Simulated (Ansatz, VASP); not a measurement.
# One calculation of KI, two programs

INCAR

```
SYSTEM = KI
PREC = Accurate
ENCUT = 520
EDIFF = 1E-6
ISMEAR = 0
SIGMA = 0.01
LREAL = .False.
LASPH = .True.
NELM = 60
ALGO = Normal
ISIF = 2
LWAVE = .False.
LCHARG = .True.
GGA = PE
LELF = .True.
LVHAR = .True.
NBANDS = 24
```

File KPOINTS:

```
Automatic mesh
0
Gamma
  6 6 4
  0 0 0
```

Contents of POSCAR:

```
KI
1.0
    5.0197656856      0.0000000000      0.0000000000
   -2.5098828428      4.3472446048      0.0000000000
    0.0000000000      0.0000000000      8.7541049744
K I
2 2
Direct
    0.0000000000      0.0000000000      0.0000000000
    0.0000000000      0.0000000000      0.5000000000
    0.3333333333      0.6666666667      0.2500000000
    0.6666666667      0.3333333333      0.7500000000
```

Input for Ansatz:

```yaml
crystal:
  lattice:
    - [5.0197656856, 0.0, 0.0]
    - [-2.5098828428, 4.3472446048, 0.0]
    - [0.0, 0.0, 8.7541049744]
  atoms:
    - { symbol: K, position: [0.0, 0.0, 0.0] }
    - { symbol: K, position: [0.0, 0.0, 0.5] }
    - { symbol: I, position: [0.3333333333, 0.6666666667, 0.25] }
    - { symbol: I, position: [0.6666666667, 0.3333333333, 0.75] }
kpoints:
  mp_grid: { grid: [6, 6, 4] }
hamiltonian:
  xc: pbe
scf:
  occupations: { method: fixed }
  n_extra_bands: 5
output:
  forces: true
  stress: true
  eigenvalues: true
```

Alike in both runs: task single point; functional PBE; k mesh 6 × 6 × 4; no spin polarisation.

```csv
,VASP,Ansatz
version,VASP 6.6.1,Ansatz 0.2.0
potentials or method,"VASP PAW PBE potentials, release 64 (K_sv, I)","plane waves, PAW"
plane-wave cutoff (eV),520,420
occupations,"gaussian, width 0.01 eV",fixed
valence electrons in the cell,32,52
```

```tsv
	VASP	Ansatz	Ansatz less VASP
gap on the k mesh at the Fermi level (eV)	3.72	3.72	+0.003
pressure (GPa)	-0.3	-0.3	-0.02
```

VASP's potentials hold 32 valence electrons a cell and Ansatz's 52, so a difference there can come from the potentials and not from the codes.

Neither program's run includes spin-orbit coupling.
